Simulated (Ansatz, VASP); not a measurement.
Two plane-wave programs on CoSi

Contents of INCAR:

```
SYSTEM = CoSi
ALGO = Normal ; EDIFF = 1E-6
ENCUT = 520 ; GGA = PE
ISIF = 2 ; ISMEAR = -1
ISPIN = 2 ; LASPH = .TRUE.
LCHARG = .FALSE. ; LMAXMIX = 4
LORBIT = 11 ; LREAL = .FALSE.
LWAVE = .FALSE. ; MAGMOM = 2 0
NBANDS = 18 ; NELM = 150
PREC = Accurate ; SIGMA = 0.05
```

Contents of KPOINTS:

```
k-points
0
G
  13 13 13
  0 0 0
```

Contents of POSCAR:

```
CoSi
1.0
    2.7813340000      0.0000000000      0.0000000000
    0.0000000000      2.7813340000      0.0000000000
    0.0000000000      0.0000000000      2.7813340000
Co Si
1 1
Direct
    0.0000000000      0.0000000000      0.0000000000
    0.5000000000      0.5000000000      0.5000000000
```

Input for Ansatz:

```yaml
crystal:
  lattice:
    - [2.781334, 0.0, 0.0]
    - [0.0, 2.781334, 0.0]
    - [0.0, 0.0, 2.781334]
  atoms:
    - { symbol: Co, position: [0.0, 0.0, 0.0], spin: 2.0 }
    - { symbol: Si, position: [0.5, 0.5, 0.5] }
magnetization:
  spin_polarized: true
kpoints:
  mp_grid: { grid: [13, 13, 13] }
scf:
  occupations: { method: fermi_dirac, width: 0.05 }
  lower_state_search: "off"
hamiltonian:
  xc: pbe
  pseudopotentials: { kind: paw }
output:
  forces: true
  stress: true
  eigenvalues: true
```

Alike in both runs: task single point; functional PBE; k mesh 13 × 13 × 13; occupations fermi-dirac, width 0.05 eV; collinear spin.

|  | VASP | Ansatz |
| --- | --- | --- |
| version | VASP 6.6.1 | Ansatz 0.2.0 |
| potentials or method | VASP PAW PBE potentials, release 64 (Co, Si) | PAW with Ansatz's default frozen-core files, scalar-relativistic |
| plane-wave cutoff (eV) | 520 | 420 |
| valence electrons in the cell | 13 | 21 |

Ansatz gave:

- pressure (GPa): 0.9
- net moment per atom (μB): 0.31
- size of the moment on the site where the two differ most (μB): 0.62

Question: Estimate VASP's values.

Answer: Pressure (GPa): 0.8; net moment per atom (μB): 0.30; size of the moment on the site where the two differ most (μB): 0.59.

Site moments also hang on the region over which each program counts them. With one functional, cell and mesh, what is left measures potentials, basis and numerics. VASP's potentials hold 13 valence electrons a cell and Ansatz's 21, so a difference there can come from the potentials and not from the codes.
